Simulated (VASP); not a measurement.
# Os (P6_3/mmc) in VASP: notebook

The runs below take Os through single point, with LDA.

All numbers are computed with VASP 6.6.1; they aren't measurements. Logs are shortened: lines on timing, memory, paths and dates and some standing lists are left out, and cuts for length are marked.

## 1. The cell of the first run

The structure is hexagonal, space group P6_3/mmc (No. 194). Conventional cell: a = 2.718 Å, b = 2.718 Å, c = 4.284 Å, α = 90.00°, β = 90.00°, γ = 120.00°. Within 3.5 Å of Os (site symmetry -6m2) lie 12 Os at 2.66 to 2.72 Å.

## 2. Single point, LDA

Input file INCAR:

```
SYSTEM = Os
ALGO = Normal ; EDIFF = 1E-6
ENCUT = 520 ; GGA = CA
ISIF = 2 ; ISMEAR = -1
LASPH = .TRUE. ; LCHARG = .TRUE.
LELF = .TRUE. ; LREAL = .FALSE.
LVHAR = .TRUE. ; LWAVE = .FALSE.
NBANDS = 15 ; NELM = 80
PREC = Accurate ; SIGMA = 0.1
```

Input file KPOINTS:

```
k-points
0
G
  22 22 12
  0 0 0
```

Input file POSCAR:

```
Os
1.0
    2.7175247593      0.0000000000      0.0000000000
   -1.3587623796      2.3534454770      0.0000000000
    0.0000000000      0.0000000000      4.2844606214
Os
2
Direct
    0.3333333333      0.6666666667      0.2500000000
    0.6666666667      0.3333333333      0.7500000000
```

Potentials or basis: VASP PAW LDA potentials, release 64 (Os).

Command:

```
cat potpaw_LDA.64/Os/POTCAR > POTCAR
mpirun -np 1 vasp_std > vasp.out
```

OUTCAR:

```text
SYSTEM = Os
   EDIFF = 1E-6
   ENCUT = 520
   GGA = CA
   ISIF = 2
   ISMEAR = -1
   LASPH = .TRUE.
   LREAL = .FALSE.
   NELM = 80
   PREC = Accurate

 ion  position               nearest neighbor table
   1  0.333  0.667  0.250-   2 2.66   2 2.66   2 2.66   2 2.66   2 2.66   2 2.66
   2  0.667  0.333  0.750-   1 2.66   1 2.66   1 2.66   1 2.66   1 2.66   1 2.66

  LATTYP: Found a hexagonal cell.
 ALAT       =     2.7175247593
 C/A-ratio  =     1.5766040794

  Lattice vectors:

 A1 = (   2.7175247593,   0.0000000000,   0.0000000000)
 A2 = (  -1.3587623796,   2.3534454770,   0.0000000000)
 A3 = (   0.0000000000,   0.0000000000,   4.2844606214)

Analysis of symmetry for initial positions (statically):
=====================================================================
 Subroutine PRICEL returns:
 Original cell was already a primitive cell.

 Routine SETGRP: Setting up the symmetry group for a
 hexagonal supercell.

 Subroutine GETGRP returns: Found 24 space group operations
 (whereof 12 operations were pure point group operations)
 out of a pool of 24 trial point group operations.

The static configuration has the point symmetry D_3d.
 The point group associated with its full space group is D_6h.

Analysis of symmetry for dynamics (positions and initial velocities):
=====================================================================
 Subroutine PRICEL returns:
 Original cell was already a primitive cell.

 Routine SETGRP: Setting up the symmetry group for a
 hexagonal supercell.

 Subroutine GETGRP returns: Found 24 space group operations
 (whereof 12 operations were pure point group operations)
 out of a pool of 24 trial point group operations.

The dynamic configuration has the point symmetry D_3d.
 The point group associated with its full space group is D_6h.

 Subroutine INISYM returns: Found 24 space group operations
 (whereof 12 operations are pure point group operations),
 and found     1 'primitive' translations

----------------------------------------------------------------------------------------

                                     Primitive cell

  volume of cell :      27.4015

  direct lattice vectors                    reciprocal lattice vectors
     2.717524759  0.000000000  0.000000000     0.367981928  0.212454465  0.000000000
    -1.358762380  2.353445477  0.000000000     0.000000000  0.424908930  0.000000000
     0.000000000  0.000000000  4.284460621     0.000000000  0.000000000  0.233401608

  length of vectors
     2.717524759  2.717524759  4.284460621     0.424908930  0.424908930  0.233401608

  position of ions in fractional coordinates (direct lattice)
     0.333333333  0.666666667  0.250000000
     0.666666667  0.333333333  0.750000000

  ion indices of the primitive-cell ions
   primitive index   ion index
                 1           1
                 2           2

----------------------------------------------------------------------------------------

 KPOINTS: k-points

Automatic generation of k-mesh.
 Grid dimensions read from file:
 generate k-points for:   22   22   12

 Generating k-lattice:

  Cartesian coordinates                     Fractional coordinates (reciprocal lattice)
     0.016726451  0.009657021  0.000000000     0.045454545  0.000000000  0.000000000
     0.000000000  0.019314042  0.000000000     0.000000000  0.045454545  0.000000000
     0.000000000  0.000000000  0.019450134     0.000000000  0.000000000  0.083333333

  Length of vectors
     0.019314042  0.019314042  0.019450134

  Shift w.r.t. Gamma in fractional coordinates (k-lattice)
     0.000000000  0.000000000  0.000000000

 Subroutine IBZKPT returns following result:
 ===========================================

 Found    364 irreducible k-points:

 Following reciprocal coordinates:
            Coordinates               Weight
  0.000000  0.000000  0.000000      1.000000
  0.045455 -0.000000  0.000000      6.000000
  0.090909 -0.000000  0.000000      6.000000
  0.136364 -0.000000  0.000000      6.000000
  0.181818 -0.000000  0.000000      6.000000
  0.227273 -0.000000  0.000000      6.000000
[... 16 lines left out ...]
  0.090909  0.090909  0.000000      6.000000
  0.136364  0.090909  0.000000     12.000000
 [... further k-points ...]
   k-points           NKPTS =    364   k-points in BZ     NKDIM =    364   number of bands    NBANDS=     15
   number of dos      NEDOS =    301   number of ions     NIONS =      2
   total plane-waves  NPLWV =  12800
   dimension x,y,z NGX =    20 NGY =   20 NGZ =   32
   dimension x,y,z NGXF=    40 NGYF=   40 NGZF=   64
   ions per type =               2
   NGX,Y,Z   is equivalent  to a cutoff of  12.24, 12.24, 12.42 a.u.
   NGXF,Y,Z  is equivalent  to a cutoff of  24.47, 24.47, 24.83 a.u.
 SYSTEM =  Os
   PREC   = accura    normal or accurate (medium, high low for compatibility)
   ISTART =      0    job   : 0-new  1-cont  2-samecut
   ICHARG =      2    charge: 1-file 2-atom 10-const
   ISPIN  =      1    spin polarized calculation?
   LNONCOLLINEAR =      F non collinear calculations
   LSORBIT =      F    spin-orbit coupling
   LASPH  =      T    aspherical Exc in radial PAW
   ENCUT  =  520.0 eV  38.22 Ry    6.18 a.u.   5.05  5.05  7.97*2*pi/ulx,y,z
   NELM   =     80;   NELMIN=  2; NELMDL= -5     # of ELM steps
   EDIFF  = 0.1E-05   stopping-criterion for ELM
   LREAL  =      F    real-space projection
[... 7 lines left out ...]
   TEBEG  =    0.0;   TEEND  =   0.0 temperature during run
   PSTRESS=    0.0 pullay stress
   NELECT =      16.0000    total number of electrons
   NUPDOWN=      -1.0000    fix difference up-down
   EMIN   =  10.00;   EMAX   =-10.00  energy-range for DOS
   EFERMI =   0.00;   METHOD = LEGACY
   ISMEAR =    -1;   SIGMA  =   0.10  broadening in eV -4-tet -1-fermi 0-gaus
   EFERMI_NEDOS =   21; number of points for ismear=-14 and -15
   IALGO  =     38    algorithm
   IMIX   =      4    mixing-type and parameters
     AMIX     =   0.40;   BMIX     =  1.00
     AMIX_MAG =   1.60;   BMIX_MAG =  1.00
  volume/ion in A,a.u.               =      13.70        92.46
  Fermi-wavevector in a.u.,A,eV,Ry     =   1.368328  2.585765 25.474482  1.872322
  Thomas-Fermi vector in A             =   2.494302
   LORBIT       =      0    0 simple, 1 ext, 2 COOP (PROOUT), +10 PAW based schemes
   GGA     = CA    functional components
   LHFCALC =     F    Hartree Fock is set to
   AEXX    =    0.0000 exact exchange contribution
   IVDW    =     0    specifies the selected vdW correction
   LEPSILON=     F    determine dielectric tensor
   LRPA    =     F    only Hartree local field effects (RPA)
 non-spin polarized calculation
  energy-cutoff  :      520.00
  volume of cell :       27.40
 maximum number of plane-waves:       754
   NGX = 11   NGY = 11   NGZ = 15

 number of electron      15.9999998 magnetization

 Free energy of the ion-electron system (eV)
  ---------------------------------------------------
  ext. energy  EPLUGINS =         0.00000000
  ---------------------------------------------------
  free energy    TOTEN  =       -25.32762803 eV

  energy without entropy =      -25.29020744  energy(sigma->0) =      -25.30891774

 E-fermi :   9.7244     XC(G=0): -14.2974

 val. band max:        9.7227668218   @ k =   0.3636   0.0455   0.3333
 cond. band min:       9.7258619772   @ k =   0.2727  -0.0000   0.0000
 fundamental gap:      0.0030951554
 Fermi energy:         9.7243774232

 k-point     1 :       0.0000    0.0000    0.0000
  band No.  band energies     occupation
      1      -1.3404      2.00000
      2       1.7539      2.00000
      3       6.5461      2.00000
      4       6.5461      2.00000
      5       6.8318      2.00000
      6       7.4207      2.00000
      7       7.4207      2.00000
      8       8.0712      2.00000
      9       8.0712      2.00000
     10       9.8868      0.32922
     11      11.4413      0.00000
     12      11.4413      0.00000
     13      19.0674      0.00000
     14      23.8150      0.00000
     15      26.5843      0.00000

 k-point     2 :       0.0455   -0.0000    0.0000
  band No.  band energies     occupation
      1      -1.2542      2.00000
      2       1.8307      2.00000
      3       6.3281      2.00000
      4       6.6220      2.00000
      5       7.0264      2.00000
      6       7.3674      2.00000
      7       7.4916      2.00000
      8       7.9729      2.00000
      9       8.0080      2.00000
     10       9.3881      1.93302
     11      11.4865      0.00000
     12      12.0607      0.00000
     13      19.0635      0.00000
     14      23.9968      0.00000
     15      26.6979      0.00000

 k-point     3 :       0.0909   -0.0000    0.0000
  band No.  band energies     occupation
      1      -1.0003      2.00000
      2       2.0512      2.00000
      3       5.9839      2.00000
      4       6.8477      2.00000
      5       7.1878      2.00000
      6       7.3538      2.00000
      7       7.6018      2.00000
      8       7.7024      2.00000
      9       7.8342      2.00000
     10       8.7266      1.99991
     11      11.6075      0.00000
     12      13.1641      0.00000
     13      19.0405      0.00000
     14      24.5125      0.00000
     15      27.0138      0.00000
[... 343 lines left out ...]
 k-point    23 :       0.0909    0.0909    0.0000
  band No.  band energies     occupation
      1      -0.3567      2.00000
      2       2.5742      2.00000
      3       5.4149      2.00000
      4       6.6468      2.00000
      5       6.9142      2.00000
      6       7.2358      2.00000
      7       7.4807      2.00000
      8       7.7299      2.00000
      9       8.3441      2.00000
     10       8.3513      2.00000
     11      11.8064      0.00000
     12      14.9783      0.00000
     13      18.9305      0.00000
     14      25.5981      0.00000
     15      27.7361      0.00000

 k-point    24 :       0.1364    0.0909    0.0000
  band No.  band energies     occupation
      1       0.1651      2.00000
      2       2.9406      2.00000
      3       5.0969      2.00000
      4       5.9404      2.00000
      5       6.7367      2.00000
      6       6.9350      2.00000
      7       8.0124      2.00000
      8       8.0411      2.00000
      9       8.1804      2.00000
     10       8.8998      1.99948
     11      11.9280      0.00000
     12      16.1248      0.00000
     13      18.8109      0.00000
     14      25.8512      0.00000
     15      27.1969      0.00000

 [... further k-points ...]

------------------------ aborting loop because EDIFF is reached ----------------------------------------

  FORCE on cell =-STRESS in cart. coord.  units (eV):
  Direction    XX          YY          ZZ          XY          YZ          ZX
  --------------------------------------------------------------------------------------
  -------------------------------------------------------------------------------------
  Total        0.1322788      0.1322788      0.2742730      0.0000000     -0.0000000     -0.0000000
  in kB        7.7344048      7.7344048     16.0368771      0.0000000     -0.0000000     -0.0000000
  external PRESSURE =      10.5018956 kB  Pullay stress =       0.0000000 kB

 VOLUME and BASIS-vectors are now :
 -----------------------------------------------------------------------------
  energy-cutoff  :      520.00
  volume of cell :       27.40
      direct lattice vectors                 reciprocal lattice vectors
     2.717524759  0.000000000  0.000000000     0.367981928  0.212454465  0.000000000
    -1.358762380  2.353445477  0.000000000     0.000000000  0.424908930  0.000000000
     0.000000000  0.000000000  4.284460621     0.000000000  0.000000000  0.233401608

 POSITION                                       TOTAL-FORCE (eV/Angst)
 -----------------------------------------------------------------------------------
     -0.00000      1.56896      1.07112        -0.000000     -0.000000      0.000000
      1.35876      0.78448      3.21335         0.000000      0.000000      0.000000
 -----------------------------------------------------------------------------------
    total drift:                               -0.000000      0.000000     -0.000000

  FREE ENERGIE OF THE ION-ELECTRON SYSTEM (eV)
  ---------------------------------------------------
  free  energy   TOTEN  =       -25.3276280321 eV

  energy  without entropy=      -25.2902074440  energy(sigma->0) =      -25.30891774
```

It took 2.5 min on 1 thread of Intel Xeon 8259CL, shared host; peak memory 0.24 GiB.

What came out:

```
Free energy            : -25.3276 eV
Pressure               : 1.1 GPa
Band gap on the k mesh : zero (bands 8 and 9 overlap by 4.04 eV)
```

Stress tensor (GPa, compression positive):
```
0.77 0.00 0.00
0.00 0.77 0.00
0.00 0.00 1.60
```

Caveat: spin-orbit coupling is left out, which moves the levels of the heavy elements.

[end of part 1 of 2]

The gap in the log of VASP goes by the Fermi energy; the results here count the filled bands.